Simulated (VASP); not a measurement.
# AlSn: relaxation of cell and atoms with LDA

Crystal: AlSn.

```
Sn Al
1.0
     4.19811    0.00000    0.00000
    -2.09905    3.63567    0.00000
     0.00000    0.00000    3.30685
Sn Al
1 1
Direct
  0.33333 0.66667 0.50000
  0.00000 0.00000 0.00000
```

| Property | Result |
| --- | --- |
| Program | VASP 6.6.1 |
| Task | relaxation of cell and atoms |
| Functional | LDA |
| Potentials or basis | VASP PAW LDA potentials, release 64 (Sn_d, Al) |
| Cutoff | 600 eV |
| k mesh | 7 × 7 × 8 |
| Occupations | fermi-dirac, width 0.05 eV |
| Spin | no spin polarisation |
| Dipole correction | no |
| Further INCAR settings | ALGO = Fast; EDIFF = 1e-07; IBRION = 2; EDIFFG = -0.01; NSW = 60; ISIF = 3 |

```yaml
Relaxed_volume: 23.78 Å³/atom
Relaxed_cell: a = 4.104 Å, b = 4.104 Å, c = 3.260 Å, α = 90.00°, β = 90.00°, γ = 120.00°
Space_group_after_relaxing_to_0.05_Å: P-6m2 (No. 187)
Energy_gained_by_relaxing: 14.4 meV/atom
Ionic_steps: 5
Pressure_after_relaxing: 0.0 GPa
```

Step by step:
```
step  energy change (eV)  largest force (eV/Å)  pressure (GPa)  volume (Å³)
   1              0.0000                0.0000           -3.02        50.47
   2             -0.0267                0.0000            0.73        47.07
   3             -0.0280                0.0000            0.00        47.64
   4             -0.0287                0.0000            0.00        47.59
   5             -0.0288                0.0000            0.01        47.56
```

Final structure:
```
CELL_PARAMETERS angstrom
4.10441 0.00000 0.00000
-2.05220 3.55452 0.00000
0.00000 0.00000 3.25990
ATOMIC_POSITIONS crystal
Sn 0.33333 0.66667 0.50000
Al 0.00000 0.00000 0.00000
```

Levels at points of the mesh, in eV from the Fermi level:
```
           k point  band 4  band 5  band 6  band 7  band 8  band 9  band 10  band 11  band 12
(0.00, 0.00, 0.00)  -21.17  -21.17  -10.85   -0.19   -0.19    1.04     2.54     3.24     3.24
(0.00, 0.00, 0.50)  -21.18  -21.11   -7.71   -6.49    2.84    2.84     3.75     3.75     4.13
```

It took 3 min on 1 thread of AMD EPYC 7R43 64-Core Processor (Zen 3), with other jobs on the host, peak memory 0.15 GiB.

Caveat: spin-orbit coupling is left out, which moves the levels of the heavy elements.
